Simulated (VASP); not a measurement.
# BAs (so) (F-43m) in VASP: single point with PBEsol

Aim: the single point of BAs (so) with PBEsol.

Everything below comes from runs of VASP 6.6.1. Logs are shortened: lines on timing, memory, paths and dates and some standing lists are left out, and cuts for length are marked.

**1. The cell of the first run**

It takes space group F-43m (No. 216, cubic). Conventional cell: a = 4.720 Å, b = 4.720 Å, c = 4.720 Å, α = 90.00°, β = 90.00°, γ = 90.00°. Within 2.7 Å of B (site symmetry -43m) lie 4 As at 2.04 Å. Within 2.7 Å of As (site symmetry -43m) lie 4 B at 2.04 Å.

**2. Single point, PBEsol, non-collinear spin, zero start, spin-orbit coupling**

Input file INCAR:

```
ALGO = Normal
EDIFF = 1E-6
ENCUT = 500
GGA = PS
GGA_COMPAT = False
ISIF = 2
ISMEAR = 0
LASPH = True
LCHARG = False
LNONCOLLINEAR = True
LORBIT = 11
LORBMOM = True
LREAL = False
LSORBIT = True
LWAVE = False
MAGMOM = 0 0 0 0 0 0
NBANDS = 20
NELM = 200
PREC = Accurate
SIGMA = 0.01
```

Input file KPOINTS:

```
k-points
0
Gamma
  8 8 8
```

Input file POSCAR:

```
BAs
1.0
    0.0000000000      2.3600307165      2.3600307165
    2.3600307165      0.0000000000      2.3600307165
    2.3600307165      2.3600307165      0.0000000000
B As
1 1
Direct
    0.0000000000      0.0000000000      0.0000000000
    0.2500000000      0.2500000000      0.2500000000
```

Potentials or basis: VASP PAW PBE potentials, release 64 (B, As).

On the command line:

```sh
$ cat potpaw_PBE.64/B/POTCAR potpaw_PBE.64/As/POTCAR > POTCAR
$ mpirun -np 1 vasp_ncl > vasp.out
```

OUTCAR:

```text
EDIFF = 1E-6
   ENCUT = 500
   GGA = PS
   ISIF = 2
   ISMEAR = 0
   LASPH = True
   LNONCOLLINEAR = True
   LORBIT = 11
   LREAL = False
   LSORBIT = True
   NELM = 200
   PREC = Accurate

 ion  position               nearest neighbor table
   1  0.000  0.000  0.000-   2 2.04   2 2.04   2 2.04   2 2.04
   2  0.250  0.250  0.250-   1 2.04   1 2.04   1 2.04   1 2.04

  LATTYP: Found a face centered cubic cell.
 ALAT       =     4.7200614330

  Lattice vectors:

 A1 = (   0.0000000000,   2.3600307165,   2.3600307165)
 A2 = (   2.3600307165,   0.0000000000,   2.3600307165)
 A3 = (   2.3600307165,   2.3600307165,   0.0000000000)

Analysis of symmetry for initial positions (statically):
=====================================================================
 Subroutine PRICEL returns:
 Original cell was already a primitive cell.

 Routine SETGRP: Setting up the symmetry group for a
 face centered cubic supercell.

 Subroutine GETGRP returns: Found 24 space group operations
 (whereof 24 operations were pure point group operations)
 out of a pool of 48 trial point group operations.

The static configuration has the point symmetry T_d .

Analysis of symmetry for dynamics (positions and initial velocities):
=====================================================================
 Subroutine PRICEL returns:
 Original cell was already a primitive cell.

 Routine SETGRP: Setting up the symmetry group for a
 face centered cubic supercell.

 Subroutine GETGRP returns: Found 24 space group operations
 (whereof 24 operations were pure point group operations)
 out of a pool of 48 trial point group operations.

The dynamic configuration has the point symmetry T_d .

Analysis of structural, dynamic, and magnetic symmetry:
=====================================================================
 Subroutine PRICEL returns:
 Original cell was already a primitive cell.

 Routine SETGRP: Setting up the symmetry group for a
 face centered cubic supercell.

 Subroutine GETGRP returns: Found 24 space group operations
 (whereof 24 operations were pure point group operations)
 out of a pool of 48 trial point group operations.

The overall configuration has the point symmetry T_d .

 Subroutine INISYM returns: Found 24 space group operations
 (whereof 24 operations are pure point group operations),
 and found     1 'primitive' translations

----------------------------------------------------------------------------------------

                                     Primitive cell

  volume of cell :      26.2895

  direct lattice vectors                    reciprocal lattice vectors
     0.000000000  2.360030716  2.360030716    -0.211861649  0.211861649  0.211861649
     2.360030716  0.000000000  2.360030716     0.211861649 -0.211861649  0.211861649
     2.360030716  2.360030716  0.000000000     0.211861649  0.211861649 -0.211861649

  length of vectors
     3.337587447  3.337587447  3.337587447     0.366955141  0.366955141  0.366955141

  position of ions in fractional coordinates (direct lattice)
     0.000000000  0.000000000  0.000000000
     0.250000000  0.250000000  0.250000000

  ion indices of the primitive-cell ions
   primitive index   ion index
                 1           1
                 2           2

----------------------------------------------------------------------------------------

 KPOINTS: k-points

Automatic generation of k-mesh.
 Grid dimensions read from file:
 generate k-points for:    8    8    8

 Generating k-lattice:

  Cartesian coordinates                     Fractional coordinates (reciprocal lattice)
    -0.026482706  0.026482706  0.026482706     0.125000000  0.000000000  0.000000000
     0.026482706 -0.026482706  0.026482706     0.000000000  0.125000000  0.000000000
     0.026482706  0.026482706 -0.026482706     0.000000000  0.000000000  0.125000000

  Length of vectors
     0.045869393  0.045869393  0.045869393

  Shift w.r.t. Gamma in fractional coordinates (k-lattice)
     0.000000000  0.000000000  0.000000000

 Subroutine IBZKPT returns following result:
 ===========================================

 Found     43 irreducible k-points:

 Following reciprocal coordinates:
            Coordinates               Weight
  0.000000  0.000000  0.000000      1.000000
  0.125000  0.000000  0.000000      4.000000
 -0.125000  0.000000  0.000000      4.000000
  0.250000  0.000000  0.000000      4.000000
 -0.250000  0.000000  0.000000      4.000000
  0.375000  0.000000  0.000000      4.000000
[... 16 lines left out ...]
 -0.375000 -0.250000  0.000000     12.000000
  0.500000  0.250000  0.000000     12.000000
 [... further k-points ...]
[... 27 lines left out ...]
   TEBEG  =    0.0;   TEEND  =   0.0 temperature during run
   PSTRESS=    0.0 pullay stress
   NELECT =       8.0000    total number of electrons
   NUPDOWN=      -1.0000    fix difference up-down
   EMIN   =  10.00;   EMAX   =-10.00  energy-range for DOS
   EFERMI =   0.00;   METHOD = LEGACY
   ISMEAR =     0;   SIGMA  =   0.01  broadening in eV -4-tet -1-fermi 0-gaus
   EFERMI_NEDOS =   21; number of points for ismear=-14 and -15
   IALGO  =     38    algorithm
   IMIX   =      4    mixing-type and parameters
     AMIX     =   0.40;   BMIX     =  1.00
     AMIX_MAG =   1.60;   BMIX_MAG =  1.00
  volume/ion in A,a.u.               =      13.14        88.71
  Fermi-wavevector in a.u.,A,eV,Ry     =   1.101143  2.080859 16.497289  1.212517
  Thomas-Fermi vector in A             =   2.237566
   LORBIT       =     11    0 simple, 1 ext, 2 COOP (PROOUT), +10 PAW based schemes
   GGA     = PS    functional components
   LHFCALC =     F    Hartree Fock is set to
   AEXX    =    0.0000 exact exchange contribution
   IVDW    =     0    specifies the selected vdW correction
   LEPSILON=     F    determine dielectric tensor
   LRPA    =     F    only Hartree local field effects (RPA)
 Gauss-broadening in eV      SIGMA  =   0.01
  energy-cutoff  :      500.00
  volume of cell :       26.29
 maximum number of plane-waves:      1384
   NGX = 13   NGY = 13   NGZ = 13

 number of electron       8.0000001 magnetization       0.0000000      0.0000000      0.0000000

 number of electron       8.0000001 magnetization      -0.0000000     -0.0000000     -0.0000000

 number of electron       8.0000001 magnetization       0.0000000     -0.0000000     -0.0000000

 number of electron       8.0000001 magnetization       0.0000000     -0.0000000      0.0000000

 Free energy of the ion-electron system (eV)
  ---------------------------------------------------
  ext. energy  EPLUGINS =         0.00000000
  ---------------------------------------------------
  free energy    TOTEN  =       -12.19536002 eV

  energy without entropy =      -12.19536002  energy(sigma->0) =      -12.19536002

 E-fermi :   6.5722     XC(G=0): -10.8843

 val. band max:        6.5112792145   @ k =   0.0000   0.0000   0.0000
 cond. band min:       7.5048530474   @ k =   0.3750   0.3750   0.0000
 fundamental gap:      0.9935738330
 Fermi energy:         6.5722209745

 k-point     1 :       0.0000    0.0000    0.0000
  band No.  band energies     occupation
      1      -9.3239      1.00000
      2      -9.3239      1.00000
      3       6.3074      1.00000
      4       6.3074      1.00000
      5       6.5113      1.00000
      6       6.5113      1.00000
[... 541 lines left out ...]
     19      21.6360      0.00000
     20      21.6543      0.00000

 [... further k-points ...]

------------------------ aborting loop because EDIFF is reached ----------------------------------------

  FORCE on cell =-STRESS in cart. coord.  units (eV):
  Direction    XX          YY          ZZ          XY          YZ          ZX
  --------------------------------------------------------------------------------------
  -------------------------------------------------------------------------------------
  Total        0.9104378      0.9104378      0.9104378      0.0000000      0.0000000     -0.0000000
  in kB       55.4852981     55.4852981     55.4852981      0.0000000      0.0000000     -0.0000000
  external PRESSURE =      55.4852981 kB  Pullay stress =       0.0000000 kB

 VOLUME and BASIS-vectors are now :
 -----------------------------------------------------------------------------
  energy-cutoff  :      500.00
  volume of cell :       26.29
      direct lattice vectors                 reciprocal lattice vectors
     0.000000000  2.360030716  2.360030716    -0.211861649  0.211861649  0.211861649
     2.360030716  0.000000000  2.360030716     0.211861649 -0.211861649  0.211861649
     2.360030716  2.360030716  0.000000000     0.211861649  0.211861649 -0.211861649

 POSITION                                       TOTAL-FORCE (eV/Angst)
 -----------------------------------------------------------------------------------
      0.00000      0.00000      0.00000         0.000000      0.000000      0.000000
      1.18002      1.18002      1.18002        -0.000000     -0.000000     -0.000000
 -----------------------------------------------------------------------------------
    total drift:                                0.000000      0.000000      0.000000

  FREE ENERGIE OF THE ION-ELECTRON SYSTEM (eV)
  ---------------------------------------------------
  free  energy   TOTEN  =       -12.1953600204 eV

  energy  without entropy=      -12.1953600204  energy(sigma->0) =      -12.19536002

 orbital moment (x)

 # of ion     p       d       tot
 ----------------------------------------
  1         0.000   0.000   0.000
  2         0.000   0.000   0.000
 ----------------------------------------
            0.000   0.000   0.000

 orbital moment (y)

 # of ion     p       d       tot
 ----------------------------------------
  1        -0.000   0.000  -0.000
  2         0.000   0.000   0.000
 ----------------------------------------
            0.000   0.000   0.000

 orbital moment (z)

 # of ion     p       d       tot
 ----------------------------------------
  1        -0.000   0.000  -0.000
  2         0.000   0.000   0.000
 ----------------------------------------
            0.000   0.000   0.000

 Spin-Orbit-Coupling matrix elements

 Ion:    1  E_soc:     -0.0000095
 l=   1
     0.0000000    -0.0000016    -0.0000016
    -0.0000016     0.0000000    -0.0000016
    -0.0000016    -0.0000016     0.0000000
 l=   2
     0.0000000     0.0000000     0.0000000     0.0000000     0.0000000
     0.0000000     0.0000000     0.0000000     0.0000000     0.0000000
     0.0000000     0.0000000     0.0000000     0.0000000     0.0000000
     0.0000000     0.0000000     0.0000000     0.0000000     0.0000000
     0.0000000     0.0000000     0.0000000     0.0000000     0.0000000
 l=   3
     0.0000000     0.0000000     0.0000000     0.0000000     0.0000000     0.0000000     0.0000000
     0.0000000     0.0000000     0.0000000     0.0000000     0.0000000     0.0000000     0.0000000
     0.0000000     0.0000000     0.0000000     0.0000000     0.0000000     0.0000000     0.0000000
     0.0000000     0.0000000     0.0000000     0.0000000     0.0000000     0.0000000     0.0000000
     0.0000000     0.0000000     0.0000000     0.0000000     0.0000000     0.0000000     0.0000000
     0.0000000     0.0000000     0.0000000     0.0000000     0.0000000     0.0000000     0.0000000
     0.0000000     0.0000000     0.0000000     0.0000000     0.0000000     0.0000000     0.0000000

 Ion:    2  E_soc:     -0.0213338
 l=   1
     0.0000000    -0.0035284    -0.0035284
    -0.0035284     0.0000000    -0.0035284
    -0.0035284    -0.0035284     0.0000000
 l=   2
     0.0000000    -0.0000136     0.0000000    -0.0000136    -0.0000137
    -0.0000136     0.0000000    -0.0000103    -0.0000136    -0.0000034
     0.0000000    -0.0000103     0.0000000    -0.0000103     0.0000000
    -0.0000136    -0.0000136    -0.0000103     0.0000000    -0.0000034
    -0.0000137    -0.0000034     0.0000000    -0.0000034     0.0000000
 l=   3
     0.0000000     0.0000000     0.0000000     0.0000000     0.0000000     0.0000000     0.0000000
     0.0000000     0.0000000     0.0000000     0.0000000     0.0000000     0.0000000     0.0000000
     0.0000000     0.0000000     0.0000000     0.0000000     0.0000000     0.0000000     0.0000000
     0.0000000     0.0000000     0.0000000     0.0000000     0.0000000     0.0000000     0.0000000
     0.0000000     0.0000000     0.0000000     0.0000000     0.0000000     0.0000000     0.0000000
     0.0000000     0.0000000     0.0000000     0.0000000     0.0000000     0.0000000     0.0000000
     0.0000000     0.0000000     0.0000000     0.0000000     0.0000000     0.0000000     0.0000000

 total charge

# of ion       s       p       d       tot
------------------------------------------
    1        0.659   1.211   0.000   1.870
    2        1.174   1.695   0.095   2.964
--------------------------------------------------
tot          1.833   2.906   0.095   4.834

 magnetization (x)

# of ion       s       p       d       tot
------------------------------------------
    1        0.000   0.000   0.000   0.000
    2       -0.000   0.000   0.000   0.000
--------------------------------------------------
tot          0.000   0.000   0.000   0.000

 magnetization (y)

# of ion       s       p       d       tot
------------------------------------------
    1        0.000   0.000   0.000   0.000
    2       -0.000   0.000   0.000   0.000
--------------------------------------------------
tot          0.000   0.000   0.000   0.000

 magnetization (z)

# of ion       s       p       d       tot
------------------------------------------
    1        0.000   0.000   0.000   0.000
    2        0.000   0.000   0.000   0.000
--------------------------------------------------
tot          0.000   0.000   0.000   0.000
```

Run time: 13 s. Hardware: 1 thread of Intel Xeon 6975P-C (Granite Rapids), shared host; peak memory 0.21 GiB.

Results:

| Item | Value |
| --- | --- |
| Free energy | -12.1954 eV |
| Pressure | 5.5 GPa |
| Net moment | 0.00 μB per cell |
| Valence electrons inside the program's atomic spheres | B 1.87; As 2.96 |

Moments on the atoms (μB; x, y, z):
```
B   0.00 0.00 0.00
As  0.00 0.00 0.00
```

Caveat: the PAW data sets were made with another functional, which shifts forces and pressure a little.
